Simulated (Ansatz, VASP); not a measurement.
Two plane-wave programs on Ta3As5

```
CELL_PARAMETERS angstrom
3.39019 0.00000 0.00000
0.00000 3.39019 0.00000
0.00000 0.00000 11.74438
ATOMIC_POSITIONS crystal
Ta 0.50000 0.50000 0.13897
Ta 0.50000 0.50000 0.86103
Ta 0.00000 0.00000 0.50000
As 0.00000 0.00000 0.24492
As 0.00000 0.00000 0.75508
As 0.00000 0.00000 0.00000
As 0.50000 0.50000 0.38205
As 0.50000 0.50000 0.61795
```

Change from the starting cell: species swapped into the Ti3Pd5 type (P4/mmm, No. 123).

Alike in both runs: functional PBE; k mesh 12 × 12 × 4; occupations gaussian, width 0.1 eV; no spin polarisation.

Ansatz relaxed the structure, and its values are those at the end. VASP's run is a single point on that final structure, the one shown.

```csv
,VASP,Ansatz
version,VASP 6.6.1,Ansatz 0.2.0
potentials or method,"VASP PAW PBE potentials, release 64 (Ta_pv, As), cutoff 520 eV","scalar-relativistic, plane waves, PAW"
valence electrons in the cell,58,114
```

```csv
,VASP,Ansatz,Ansatz less VASP
gap on the k mesh at the Fermi level (eV),none,none,-
pressure (GPa),0.3,0.0,-0.34
rms of the force components (eV/Å),0.005,0.001,-0.0049
```

A gap of «none» marks a metal or a gap that the smearing closes. VASP's potentials hold 58 valence electrons a cell and Ansatz's 114, so a difference there can come from the potentials and not from the codes.

Spin-orbit coupling is off throughout.
